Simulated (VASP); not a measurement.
The system is Ta3Cu.

```
Ta Cu
1.0
    -1.96555    1.96555    4.12226
     1.96555   -1.96555    4.12226
     1.96555    1.96555   -4.12226
Ta Cu
3 1
Direct
  0.50000 0.50000 0.00000
  0.25000 0.75000 0.50000
  0.75000 0.25000 0.50000
  0.00000 0.00000 0.00000
```

Base run:

```yaml
Program: VASP 6.6.1
Functional: PBE
Potentials_or_basis: VASP PAW PBE potentials, release 64 (Ta_pv, Cu)
Cutoff: 520 eV
k_mesh: 9 × 9 × 9
Occupations: fermi-dirac, width 0.05 eV
Spin: no spin polarisation
```

Its results: band gap on the k mesh zero (bands 22 and 23 overlap by 1.47 eV); pressure 13.6 GPa.

Question: The run is repeated on the same cell with these changes: functional from PBE to PBEsol; further incar settings from ALGO = Fast; EDIFF = 1e-07; NBANDS = 30 to ALGO = Fast; EDIFF = 1e-06; NBANDS = 30. What comes out?

Answer: Band gap on the k mesh zero (bands 22 and 23 overlap by 1.47 eV); pressure 6.4 GPa.

Caveats: the cell stands under pressure; spin-orbit coupling is left out, which moves the levels of the heavy elements; the PAW data sets were made with another functional, which shifts forces and pressure a little (at least some runs).
